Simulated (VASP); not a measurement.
# CdTe (F-43m) in VASP: vibrations by perturbation theory with PBE

Aim: the vibrations by perturbation theory of CdTe with PBE.

All numbers are computed with VASP 6.6.1; they aren't measurements. Logs are shortened: lines on timing, memory, paths and dates and some standing lists are left out, and cuts for length are marked.

### 1 The cell of the first run

It takes space group F-43m (No. 216, cubic). Conventional cell: a = 6.410 Å, b = 6.410 Å, c = 6.410 Å, α = 90.00°, β = 90.00°, γ = 90.00°. Cd (site symmetry -43m) has 4 Te at 2.78 Å within 3.7 Å. Te (site symmetry -43m) has 4 Cd at 2.78 Å within 3.7 Å.

### 2 Vibrations by perturbation theory, PBE

Contents of INCAR:

```
SYSTEM = CdTe
  PREC = Accurate
  ENCUT = 520
  EDIFF = 1E-8
  ISMEAR = 0
  SIGMA = 0.01
  LREAL = .FALSE.
  LASPH = .TRUE.
  NELM = 100
  ALGO = Normal
  ISIF = 2
  LWAVE = .FALSE.
  LCHARG = .FALSE.
  GGA = PE
  NBANDS = 16
  IBRION = 8
  NSW = 1
```

Contents of KPOINTS:

```
Automatic mesh
0
G
  6 6 6
  0 0 0
```

Contents of POSCAR:

```
CdTe
1.0
    0.0000000000      3.2050000000      3.2050000000
    3.2050000000      0.0000000000      3.2050000000
    3.2050000000      3.2050000000      0.0000000000
Cd Te
1 1
Direct
    0.0000000000      0.0000000000      0.0000000000
    0.2500000000      0.2500000000      0.2500000000
```

Potentials or basis: VASP PAW PBE potentials, release 64 (Cd, Te).

Launch:

```sh
$ cat potpaw_PBE.64/Cd/POTCAR potpaw_PBE.64/Te/POTCAR > POTCAR
$ mpirun -np 1 vasp_std > vasp.out
```

OUTCAR:

```text
SYSTEM = CdTe
   PREC = Accurate
   ENCUT = 520
   EDIFF = 1E-8
   ISMEAR = 0
   LREAL = .FALSE.
   LASPH = .TRUE.
   NELM = 100
   ISIF = 2
   GGA = PE
   IBRION = 8
   NSW = 1

 ion  position               nearest neighbor table
   1  0.000  0.000  0.000-   2 2.78   2 2.78   2 2.78   2 2.78
   2  0.250  0.250  0.250-   1 2.78   1 2.78   1 2.78   1 2.78

  LATTYP: Found a face centered cubic cell.
 ALAT       =     6.4100000000

  Lattice vectors:

 A1 = (   0.0000000000,   3.2050000000,   3.2050000000)
 A2 = (   3.2050000000,   0.0000000000,   3.2050000000)
 A3 = (   3.2050000000,   3.2050000000,   0.0000000000)

Analysis of symmetry for initial positions (statically):
=====================================================================
 Subroutine PRICEL returns:
 Original cell was already a primitive cell.

 Routine SETGRP: Setting up the symmetry group for a
 face centered cubic supercell.

 Subroutine GETGRP returns: Found 24 space group operations
 (whereof 24 operations were pure point group operations)
 out of a pool of 48 trial point group operations.

The static configuration has the point symmetry T_d .

Analysis of symmetry for dynamics (positions and initial velocities):
=====================================================================
 Subroutine PRICEL returns:
 Original cell was already a primitive cell.

 Routine SETGRP: Setting up the symmetry group for a
 face centered cubic supercell.

 Subroutine GETGRP returns: Found 24 space group operations
 (whereof 24 operations were pure point group operations)
 out of a pool of 48 trial point group operations.

The dynamic configuration has the point symmetry T_d .

 Subroutine INISYM returns: Found 24 space group operations
 (whereof 24 operations are pure point group operations),
 and found     1 'primitive' translations

----------------------------------------------------------------------------------------

                                     Primitive cell

  volume of cell :      65.8437

  direct lattice vectors                    reciprocal lattice vectors
     0.000000000  3.205000000  3.205000000    -0.156006240  0.156006240  0.156006240
     3.205000000  0.000000000  3.205000000     0.156006240 -0.156006240  0.156006240
     3.205000000  3.205000000  0.000000000     0.156006240  0.156006240 -0.156006240

  length of vectors
     4.532554467  4.532554467  4.532554467     0.270210734  0.270210734  0.270210734

  position of ions in fractional coordinates (direct lattice)
     0.000000000  0.000000000  0.000000000
     0.250000000  0.250000000  0.250000000

  ion indices of the primitive-cell ions
   primitive index   ion index
                 1           1
                 2           2

----------------------------------------------------------------------------------------

 KPOINTS: Automatic mesh

Automatic generation of k-mesh.
 Grid dimensions read from file:
 generate k-points for:    6    6    6

 Generating k-lattice:

  Cartesian coordinates                     Fractional coordinates (reciprocal lattice)
    -0.026001040  0.026001040  0.026001040     0.166666667  0.000000000  0.000000000
     0.026001040 -0.026001040  0.026001040     0.000000000  0.166666667  0.000000000
     0.026001040  0.026001040 -0.026001040     0.000000000  0.000000000  0.166666667

  Length of vectors
     0.045035122  0.045035122  0.045035122

  Shift w.r.t. Gamma in fractional coordinates (k-lattice)
[... 65 lines left out ...]
  Fermi-wavevector in a.u.,A,eV,Ry     =   1.062497  2.007828 15.359610  1.128899
  Thomas-Fermi vector in A             =   2.197950
   LORBIT       =      0    0 simple, 1 ext, 2 COOP (PROOUT), +10 PAW based schemes
   GGA     = PE    functional components
   LHFCALC =     F    Hartree Fock is set to
   AEXX    =    0.0000 exact exchange contribution
   IVDW    =     0    specifies the selected vdW correction
   LEPSILON=     F    determine dielectric tensor
   LRPA    =     F    only Hartree local field effects (RPA)
 non-spin polarized calculation
 Gauss-broadening in eV      SIGMA  =   0.01
  energy-cutoff  :      520.00
  volume of cell :       65.84
 maximum number of plane-waves:      1807
 NGX is ok and might be reduce to    36
   NGX = 17   NGY = 17   NGZ = 17

--------------------------------------- Ionic step        1  -------------------------------------------

 number of electron      17.9999995 magnetization

 Free energy of the ion-electron system (eV)
  ---------------------------------------------------
  ext. energy  EPLUGINS =         0.00000000
  ---------------------------------------------------
  free energy    TOTEN  =        -4.72108013 eV

  energy without entropy =       -4.72108013  energy(sigma->0) =       -4.72108013

 E-fermi :   2.7261     XC(G=0):  -8.7302

 val. band max:        2.6579145587   @ k =   0.0000   0.0000   0.0000
 cond. band min:       3.5298873024   @ k =   0.0000   0.0000   0.0000
 fundamental gap:      0.8719727436
 Fermi energy:         2.7260770472

 k-point     1 :       0.0000    0.0000    0.0000
  band No.  band energies     occupation
      1      -8.7101      2.00000
      2      -5.7527      2.00000
      3      -5.7527      2.00000
      4      -5.7527      2.00000
      5      -5.4672      2.00000
      6      -5.4672      2.00000
[... 283 lines left out ...]
      5      -5.4537      2.00000
      6      -4.8650      2.00000
[... 8 lines left out ...]
     15      13.8581      0.00000
     16      14.1566      0.00000

------------------------ aborting loop because EDIFF is reached ----------------------------------------

  FORCE on cell =-STRESS in cart. coord.  units (eV):
  Direction    XX          YY          ZZ          XY          YZ          ZX
  --------------------------------------------------------------------------------------
  -------------------------------------------------------------------------------------
  Total        1.8135243      1.8135243      1.8135243      0.0000000      0.0000000      0.0000000
  in kB       44.1285707     44.1285707     44.1285707      0.0000000      0.0000000      0.0000000
  external PRESSURE =      44.1285707 kB  Pullay stress =       0.0000000 kB

 VOLUME and BASIS-vectors are now :
 -----------------------------------------------------------------------------
  energy-cutoff  :      520.00
  volume of cell :       65.84
      direct lattice vectors                 reciprocal lattice vectors
     0.000000000  3.205000000  3.205000000    -0.156006240  0.156006240  0.156006240
     3.205000000  0.000000000  3.205000000     0.156006240 -0.156006240  0.156006240
     3.205000000  3.205000000  0.000000000     0.156006240  0.156006240 -0.156006240

 POSITION                                       TOTAL-FORCE (eV/Angst)
 -----------------------------------------------------------------------------------
      0.00000      0.00000      0.00000         0.000000     -0.000000     -0.000000
      1.60250      1.60250      1.60250        -0.000000      0.000000      0.000000
 -----------------------------------------------------------------------------------
    total drift:                               -0.000000     -0.000000     -0.000000

  FREE ENERGIE OF THE ION-ELECTRON SYSTEM (eV)
  ---------------------------------------------------
  free  energy   TOTEN  =        -4.7210801297 eV

  energy  without entropy=       -4.7210801297  energy(sigma->0) =       -4.72108013

[... ionic steps 2 to 3 ...]

--------------------------------------- Ionic step        4  -------------------------------------------

------------------------ aborting loop because EDIFF is reached ----------------------------------------

[... ionic steps 5 to 6 ...]

--------------------------------------- Ionic step        7  -------------------------------------------

 Free energy of the ion-electron system (eV)
  ---------------------------------------------------
  ---------------------------------------------------
  free energy    TOTEN  =        -0.04884540 eV

  energy without entropy =       -0.04884540

------------------------ aborting loop because EDIFF is reached ----------------------------------------

 INTERNAL STRAIN TENSOR  FOR ION    2  DIRECTION 1   (eV/Angst):
 -----------------------------------------------------------------------------
     0.01076  0.00000  0.00000
     0.00000 -0.00222 -7.67368
     0.00000 -7.67368 -0.00222

 INTERNAL STRAIN TENSOR FOR ION    2 for displacements in x,y,z  (eV/Angst):
          X           Y           Z          XY          YZ          ZX
  --------------------------------------------------------------------------------
  x     0.00000    -0.00000    -0.00000     0.00000    -7.67368     0.00000
  y     0.00000    -0.00000     0.00000     0.00000     0.00000    -7.67368
  z    -0.00000    -0.00000     0.00000    -7.67368     0.00000     0.00000

 SECOND DERIVATIVES (NOT SYMMETRIZED)
 ------------------------------------
               1X          1Y          1Z          2X          2Y          2Z
  1X    -5.287381    0.000000    0.000000    5.287381    0.000000    0.000000
  1Y     0.000000   -5.287381    0.000000    0.000000    5.287381    0.000000
  1Z     0.000000    0.000000   -5.287381    0.000000    0.000000    5.287381
  2X     5.309693    0.000000    0.000000   -5.309693    0.000000    0.000000
  2Y     0.000000    5.309693    0.000000    0.000000   -5.309693    0.000000
  2Z     0.000000    0.000000    5.309693    0.000000    0.000000   -5.309693

 Eigenvectors and eigenvalues of the dynamical matrix
 ----------------------------------------------------

   1 f  =    4.654637 THz    29.245949 2PiTHz  155.261990 cm-1    19.250025 meV
             X         Y         Z           dx          dy          dz
      0.000000  0.000000  0.000000     0.000000    0.728419    0.000000
      1.602500  1.602500  1.602500     0.000000   -0.685132    0.000000
[... 21 lines left out ...]
   6 f/i=    0.004891 THz     0.030730 2PiTHz    0.163142 cm-1     0.020227 meV
             X         Y         Z           dx          dy          dz
      0.000000  0.000000  0.000000     0.000000    0.000000   -0.685132
      1.602500  1.602500  1.602500     0.000000    0.000000   -0.728419

--------------------------------------------------------------------------------------------------------

 ELASTIC MODULI CONTR FROM IONIC RELAXATION (kBar)
 Direction    XX          YY          ZZ          XY          YZ          ZX
 --------------------------------------------------------------------------------
 XX          -0.0000      0.0000      0.0000     -0.0000      0.0000      0.0000
 YY           0.0000     -0.0000      0.0000     -0.0000     -0.0000     -0.0000
 ZZ           0.0000      0.0000     -0.0000      0.0000     -0.0000      0.0000
 XY          -0.0000     -0.0000      0.0000   -278.8878      0.0000      0.0000
 YZ           0.0000     -0.0000     -0.0000      0.0000   -278.8878      0.0000
 ZX           0.0000     -0.0000      0.0000      0.0000      0.0000   -278.8878
 --------------------------------------------------------------------------------
```

Wall time 3.1 min (1 thread of AMD EPYC 7R13 (Zen 3), shared host); peak memory 0.28 GiB.

Results:

```yaml
Highest_phonon_frequency_at_Γ_LO-TO_splitting_left_out: 155 cm⁻¹
```

Phonon frequencies in cm⁻¹ (negative: imaginary):
```
              q point        frequencies
(0.000, 0.000, 0.000)  0 0 0 155 155 155
```

Caveat: the cell wasn't relaxed at this level first, which shifts response properties; spin-orbit coupling is left out, which moves the levels of the heavy elements.
